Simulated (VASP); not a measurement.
# Ir (Fm-3m) in VASP: single point with PBEsol

Aim: the single point of Ir with PBEsol.

All numbers are computed with VASP 6.6.1; they aren't measurements. Logs are shortened: lines on timing, memory, paths and dates and some standing lists are left out, and cuts for length are marked.

## 1. The cell of the first run

The structure is cubic, space group Fm-3m (No. 225). Conventional cell: a = 3.830 Å, b = 3.830 Å, c = 3.830 Å, α = 90.00°, β = 90.00°, γ = 90.00°. Ir (site symmetry m-3m) has 12 Ir at 2.71 Å within 3.6 Å.

## 2. Single point, PBEsol

INCAR

```
  PREC = Accurate
  ENCUT = 500
  EDIFF = 1E-6
  ISMEAR = 0
  SIGMA = 0.1
  LREAL = F
  LASPH = T
  NELM = 120
  ALGO = Normal
  ISIF = 2
  LWAVE = F
  LCHARG = F
  GGA = PS
  NBANDS = 10
  GGA_COMPAT = F
```

KPOINTS

```
regular mesh
0
Gamma
  6 6 6
```

POSCAR

```
Ir
1.0
    0.0000000000      1.9150217750      1.9150217750
    1.9150217750      0.0000000000      1.9150217750
    1.9150217750      1.9150217750      0.0000000000
Ir
1
Direct
    0.0000000000      0.0000000000      0.0000000000
```

Potentials or basis: VASP PAW PBE potentials, release 64 (Ir).

On the command line:

```bash
cat potpaw_PBE.64/Ir/POTCAR > POTCAR
mpirun -np 1 vasp_std > vasp.out
```

OUTCAR:

```text
PREC = Accurate
   ENCUT = 500
   EDIFF = 1E-6
   ISMEAR = 0
   LREAL = F
   LASPH = T
   NELM = 120
   ISIF = 2
   GGA = PS

 ion  position               nearest neighbor table
   1  0.000  0.000  0.000-

  LATTYP: Found a face centered cubic cell.
 ALAT       =     3.8300435500

  Lattice vectors:

 A1 = (   0.0000000000,   1.9150217750,   1.9150217750)
 A2 = (   1.9150217750,   0.0000000000,   1.9150217750)
 A3 = (   1.9150217750,   1.9150217750,   0.0000000000)

Analysis of symmetry for initial positions (statically):
=====================================================================
 Subroutine PRICEL returns:
 Original cell was already a primitive cell.

 Routine SETGRP: Setting up the symmetry group for a
 face centered cubic supercell.

 Subroutine GETGRP returns: Found 48 space group operations
 (whereof 48 operations were pure point group operations)
 out of a pool of 48 trial point group operations.

The static configuration has the point symmetry O_h .

Analysis of symmetry for dynamics (positions and initial velocities):
=====================================================================
 Subroutine PRICEL returns:
 Original cell was already a primitive cell.

 Routine SETGRP: Setting up the symmetry group for a
 face centered cubic supercell.

 Subroutine GETGRP returns: Found 48 space group operations
 (whereof 48 operations were pure point group operations)
 out of a pool of 48 trial point group operations.

The dynamic configuration has the point symmetry O_h .

 Subroutine INISYM returns: Found 48 space group operations
 (whereof 48 operations are pure point group operations),
 and found     1 'primitive' translations

----------------------------------------------------------------------------------------

                                     Primitive cell

  volume of cell :      14.0460

  direct lattice vectors                    reciprocal lattice vectors
     0.000000000  1.915021775  1.915021775    -0.261093637  0.261093637  0.261093637
     1.915021775  0.000000000  1.915021775     0.261093637 -0.261093637  0.261093637
     1.915021775  1.915021775  0.000000000     0.261093637  0.261093637 -0.261093637

  length of vectors
     2.708249766  2.708249766  2.708249766     0.452227445  0.452227445  0.452227445

  position of ions in fractional coordinates (direct lattice)
     0.000000000  0.000000000  0.000000000

  ion indices of the primitive-cell ions
   primitive index   ion index
                 1           1

----------------------------------------------------------------------------------------

 KPOINTS: regular mesh

Automatic generation of k-mesh.
 Grid dimensions read from file:
 generate k-points for:    6    6    6

 Generating k-lattice:

  Cartesian coordinates                     Fractional coordinates (reciprocal lattice)
    -0.043515606  0.043515606  0.043515606     0.166666667  0.000000000  0.000000000
     0.043515606 -0.043515606  0.043515606     0.000000000  0.166666667  0.000000000
     0.043515606  0.043515606 -0.043515606     0.000000000  0.000000000  0.166666667

  Length of vectors
     0.075371241  0.075371241  0.075371241

  Shift w.r.t. Gamma in fractional coordinates (k-lattice)
     0.000000000  0.000000000  0.000000000

 Subroutine IBZKPT returns following result:
 ===========================================

 Found     16 irreducible k-points:

 Following reciprocal coordinates:
            Coordinates               Weight
  0.000000  0.000000  0.000000      1.000000
  0.166667  0.000000  0.000000      8.000000
  0.333333  0.000000  0.000000      8.000000
  0.500000  0.000000  0.000000      4.000000
  0.166667  0.166667  0.000000      6.000000
  0.333333  0.166667  0.000000     24.000000
[... 8 lines left out ...]
 -0.333333  0.333333  0.166667     24.000000
 -0.333333  0.500000  0.166667     12.000000
   k-points           NKPTS =     16   k-points in BZ     NKDIM =     16   number of bands    NBANDS=     10
   number of dos      NEDOS =    301   number of ions     NIONS =      1
   total plane-waves  NPLWV =   8000
   dimension x,y,z NGX =    20 NGY =   20 NGZ =   20
   dimension x,y,z NGXF=    40 NGYF=   40 NGZF=   40
   ions per type =               1
   NGX,Y,Z   is equivalent  to a cutoff of  12.28, 12.28, 12.28 a.u.
   NGXF,Y,Z  is equivalent  to a cutoff of  24.55, 24.55, 24.55 a.u.
 SYSTEM =  unknown system
   PREC   = accura    normal or accurate (medium, high low for compatibility)
   ISTART =      0    job   : 0-new  1-cont  2-samecut
   ICHARG =      2    charge: 1-file 2-atom 10-const
   ISPIN  =      1    spin polarized calculation?
   LNONCOLLINEAR =      F non collinear calculations
   LSORBIT =      F    spin-orbit coupling
   LASPH  =      T    aspherical Exc in radial PAW
   ENCUT  =  500.0 eV  36.75 Ry    6.06 a.u.   4.94  4.94  4.94*2*pi/ulx,y,z
   NELM   =    120;   NELMIN=  2; NELMDL= -5     # of ELM steps
   EDIFF  = 0.1E-05   stopping-criterion for ELM
   LREAL  =      F    real-space projection
   EDIFFG = 0.1E-04   stopping-criterion for IOM
   NSW    =      0    number of steps for IOM
   IBRION =     -1    ionic relax: 0-MD 1-quasi-New 2-CG
   NFREE  =      0    steps in history (QN), initial steepest desc. (CG)
   ISIF   =      2    stress and relaxation
   ISYM   =      2    0-nonsym 1-usesym 2-fastsym
   POTIM  = 0.5000    time-step for ionic-motion
   TEBEG  =    0.0;   TEEND  =   0.0 temperature during run
   PSTRESS=    0.0 pullay stress
   NELECT =       9.0000    total number of electrons
   NUPDOWN=      -1.0000    fix difference up-down
   EMIN   =  10.00;   EMAX   =-10.00  energy-range for DOS
   EFERMI =   0.00;   METHOD = LEGACY
   ISMEAR =     0;   SIGMA  =   0.10  broadening in eV -4-tet -1-fermi 0-gaus
   EFERMI_NEDOS =   21; number of points for ismear=-14 and -15
   IALGO  =     38    algorithm
   IMIX   =      4    mixing-type and parameters
     AMIX     =   0.40;   BMIX     =  1.00
     AMIX_MAG =   1.60;   BMIX_MAG =  1.00
  volume/ion in A,a.u.               =      14.05        94.79
  Fermi-wavevector in a.u.,A,eV,Ry     =   1.411363  2.667089 27.102051  1.991945
  Thomas-Fermi vector in A             =   2.533222
   LORBIT       =      0    0 simple, 1 ext, 2 COOP (PROOUT), +10 PAW based schemes
   GGA     = PS    functional components
   LHFCALC =     F    Hartree Fock is set to
   AEXX    =    0.0000 exact exchange contribution
   IVDW    =     0    specifies the selected vdW correction
   LEPSILON=     F    determine dielectric tensor
   LRPA    =     F    only Hartree local field effects (RPA)
 non-spin polarized calculation
 Gauss-broadening in eV      SIGMA  =   0.10
  energy-cutoff  :      500.00
  volume of cell :       14.05
 maximum number of plane-waves:       368
   NGX =  9   NGY =  9   NGZ =  9

 number of electron       9.0000001 magnetization

 Free energy of the ion-electron system (eV)
  ---------------------------------------------------
  ext. energy  EPLUGINS =         0.00000000
  ---------------------------------------------------
  free energy    TOTEN  =        -9.75970971 eV

  energy without entropy =       -9.75288248  energy(sigma->0) =       -9.75629610

 E-fermi :   9.9154     XC(G=0): -14.1488

 val. band max:        9.8365626098   @ k =   0.5000   0.3333   0.1667
 cond. band min:      10.1240190999   @ k =   0.3333   0.0000   0.0000
 fundamental gap:      0.2874564901
 Fermi energy:         9.9153619993

 k-point     1 :       0.0000    0.0000    0.0000
  band No.  band energies     occupation
      1      -0.8950      2.00000
      2       6.4130      2.00000
      3       6.4130      2.00000
      4       6.4130      2.00000
      5       9.1439      2.00000
      6       9.1439      2.00000
      7      24.6899      0.00000
      8      30.2906      0.00000
      9      30.2906      0.00000
     10      30.2906      0.00000

 k-point     2 :       0.1667    0.0000    0.0000
  band No.  band energies     occupation
      1       0.2613      2.00000
      2       5.9272      2.00000
      3       6.8118      2.00000
      4       6.8118      2.00000
      5       8.9830      2.00000
      6       8.9830      2.00000
      7      26.2728      0.00000
      8      26.7267      0.00000
      9      32.2251      0.00000
     10      32.2251      0.00000

 k-point     3 :       0.3333    0.0000    0.0000
  band No.  band energies     occupation
      1       2.0109      2.00000
      2       6.6349      2.00000
      3       6.6349      2.00000
      4       6.7888      2.00000
      5      10.1240      0.00317
      6      10.1240      0.00317
      7      21.6583      0.00000
      8      25.8898      0.00000
      9      33.0302      0.00000
     10      33.0302      0.00000

 k-point     4 :       0.5000    0.0000    0.0000
  band No.  band energies     occupation
      1       2.1493      2.00000
      2       6.3070      2.00000
      3       6.3070      2.00000
      4       9.5340      2.00000
      5      11.2646      0.00000
      6      11.2646      0.00000
      7      17.6589      0.00000
      8      24.2114      0.00000
      9      30.1956      0.00000
     10      30.1956      0.00000
[... 118 lines left out ...]
 k-point    14 :       0.5000    0.3333    0.1667
  band No.  band energies     occupation
      1       3.9823      2.00000
      2       4.5047      2.00000
      3       5.6581      2.00000
      4       9.0838      2.00000
      5       9.8366      1.73489
      6      13.3222      0.00000
      7      21.9192      0.00000
      8      24.3106      0.00000
      9      27.1014      0.00000
     10      33.4405      0.00000

 k-point    15 :      -0.3333    0.3333    0.1667
  band No.  band energies     occupation
      1       4.4536      2.00000
      2       4.4964      2.00000
      3       5.9896      2.00000
      4       8.4328      2.00000
      5      10.9987      0.00000
      6      17.0279      0.00000
      7      17.2386      0.00000
      8      23.8566      0.00000
      9      25.4926      0.00000
     10      31.9504      0.00000

 k-point    16 :      -0.3333    0.5000    0.1667
  band No.  band energies     occupation
      1       3.4478      2.00000
      2       4.0486      2.00000
      3       7.2363      2.00000
      4       9.3424      2.00000
      5      11.8554      0.00000
      6      17.1823      0.00000
      7      18.8526      0.00000
      8      21.0517      0.00000
      9      23.6115      0.00000
     10      35.1922      0.00000

------------------------ aborting loop because EDIFF is reached ----------------------------------------

  FORCE on cell =-STRESS in cart. coord.  units (eV):
  Direction    XX          YY          ZZ          XY          YZ          ZX
  --------------------------------------------------------------------------------------
  -------------------------------------------------------------------------------------
  Total        0.1626303      0.1626303      0.1626303      0.0000000      0.0000000      0.0000000
  in kB       18.5507267     18.5507267     18.5507267      0.0000000      0.0000000      0.0000000
  external PRESSURE =      18.5507267 kB  Pullay stress =       0.0000000 kB

 VOLUME and BASIS-vectors are now :
 -----------------------------------------------------------------------------
  energy-cutoff  :      500.00
  volume of cell :       14.05
      direct lattice vectors                 reciprocal lattice vectors
     0.000000000  1.915021775  1.915021775    -0.261093637  0.261093637  0.261093637
     1.915021775  0.000000000  1.915021775     0.261093637 -0.261093637  0.261093637
     1.915021775  1.915021775  0.000000000     0.261093637  0.261093637 -0.261093637

 POSITION                                       TOTAL-FORCE (eV/Angst)
 -----------------------------------------------------------------------------------
      0.00000      0.00000      0.00000         0.000000     -0.000000     -0.000000
 -----------------------------------------------------------------------------------
    total drift:                               -0.000000     -0.000000     -0.000000

  FREE ENERGIE OF THE ION-ELECTRON SYSTEM (eV)
  ---------------------------------------------------
  free  energy   TOTEN  =        -9.7597097139 eV

  energy  without entropy=       -9.7528824831  energy(sigma->0) =       -9.75629610
```

It took 4.1 s on 1 thread of AMD EPYC 7R13 (Zen 3), shared host; peak memory 0.09 GiB.

Results:

- Free energy: -9.7597 eV
- Pressure: 1.9 GPa

Caveat: the k points lie up to 0.47 Å⁻¹ apart; the PAW data sets were made with another functional, which shifts forces and pressure a little; spin-orbit coupling is left out, which moves the levels of the heavy elements.
